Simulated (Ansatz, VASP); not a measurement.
# One calculation of AlN, two programs

INCAR

```
SYSTEM = AlN
  PREC = Accurate
  ENCUT = 520
  EDIFF = 1E-7
  ISMEAR = 0
  SIGMA = 0.05
  LREAL = .FALSE.
  LASPH = .TRUE.
  NELM = 80
  ALGO = Normal
  ISIF = 2
  LWAVE = .FALSE.
  LCHARG = .FALSE.
  GGA = PE
  NBANDS = 26
```

Contents of KPOINTS:

```
regular mesh
0
G
  8 6 4
  0 0 0
```

File POSCAR:

```
AlN
1.0
   -3.3134793387      0.0000000000      0.0000000000
    0.0000000000      0.0000000000     -4.1875902400
    0.0000000000     -5.7391145645      0.0000000000
Al N
4 4
Direct
    0.5333184513      0.2192556071      0.1666666667
   -0.0333184513      0.2192556071      0.6666666667
    0.0333184513      0.7192556071      0.3333333333
    0.4666815487      0.7192556071      0.8333333333
    0.5321024605      0.8092226044      0.1666666667
   -0.0321024605      0.8092226044      0.6666666667
    0.0321024605      0.3092226044      0.3333333333
    0.4678975395      0.3092226044      0.8333333333
```

Input for Ansatz:

```yaml
crystal:
  lattice:
    - [-3.3134793387, 0.0, 0.0]
    - [0.0, 0.0, -4.18759024]
    - [0.0, -5.7391145645, 0.0]
  atoms:
    - { symbol: Al, position: [0.5333184513, 0.2192556071, 0.1666666667] }
    - { symbol: Al, position: [-0.0333184513, 0.2192556071, 0.6666666667] }
    - { symbol: Al, position: [0.0333184513, 0.7192556071, 0.3333333333] }
    - { symbol: Al, position: [0.4666815487, 0.7192556071, 0.8333333333] }
    - { symbol: "N", position: [0.5321024605, 0.8092226044, 0.1666666667] }
    - { symbol: "N", position: [-0.0321024605, 0.8092226044, 0.6666666667] }
    - { symbol: "N", position: [0.0321024605, 0.3092226044, 0.3333333333] }
    - { symbol: "N", position: [0.4678975395, 0.3092226044, 0.8333333333] }
basis:
  ecutwfc: 520.0
kpoints:
  mp_grid: { grid: [8, 6, 4] }
hamiltonian:
  xc: pbe
  pseudopotentials: { kind: paw, azcp: { folder: soft_1 } }
scf:
  occupations: { method: gaussian, width: 0.05 }
output:
  forces: true
  stress: true
  eigenvalues: true
```

Change from the starting cell: mode 4 frozen in at -0.110 Å and mode 5 at -0.248 Å (largest displacements).

Alike in both runs: task single point; functional PBE; k mesh 8 × 6 × 4; occupations gaussian, width 0.05 eV; no spin polarisation.

|  | VASP | Ansatz |
| --- | --- | --- |
| version | VASP 6.6.1 | Ansatz 0.2.0 |
| potentials or method | VASP PAW PBE potentials, release 64 (Al, N), cutoff 520 eV | scalar-relativistic, plane waves, PAW |
| valence electrons in the cell | 32 | 32 |

```tsv
	VASP	Ansatz	Ansatz less VASP
gap on the k mesh at the Fermi level (eV)	3.76	3.75	-0.007
least direct gap on the mesh (eV)	3.76	3.75	-0.007
pressure (GPa)	14.4	14.5	+0.11
traceless stress, the component that is largest in VASP (GPa)	44.71	44.43	-0.276
rms of the force components (eV/Å)	1.994	1.986	-0.0072
```

Atom by atom the forces differ by 0.007 eV/Å (rms over components).
